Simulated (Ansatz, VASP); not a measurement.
## One calculation of Ir, two programs

```xyz
1
Lattice="0.0000 1.9197 1.9485 1.9197 0.0000 1.9485 1.9197 1.9197 0.0000" Properties=species:S:1:pos:R:3 pbc="T T T"
Ir    0.0000    0.0000    0.0000
```

Change from the starting cell: strain +0.0150 x Voigt [0, 0, 1, 0, 0, 0], atoms carried along.

Alike in both runs: task single point; functional PBEsol; k mesh 22 × 22 × 22; occupations gaussian, width 0.15 eV; no spin polarisation.

```csv
,VASP,Ansatz
version,VASP 6.6.1,Ansatz 0.2.0
potentials or method,"VASP PAW PBE potentials, release 64 (Ir), cutoff 520 eV","scalar-relativistic, plane waves, PAW"
valence electrons in the cell,9,17
```

Ansatz gave:

- gap on the k mesh at the Fermi level (eV): none
- pressure (GPa): -7.9
- traceless stress, the component that is largest in VASP (GPa): -3.60

Q: Estimate VASP's values.

A: gap on the k mesh at the Fermi level (eV): none; pressure (GPa): -7.2; traceless stress, the component that is largest in VASP (GPa): -3.58.

VASP's potentials were made for PBE, not for PBEsol. A gap of «none» marks a metal or a gap that the smearing closes. VASP's potentials hold 9 valence electrons a cell and Ansatz's 17, so a difference there can come from the potentials and not from the codes.

Spin-orbit coupling is off throughout.
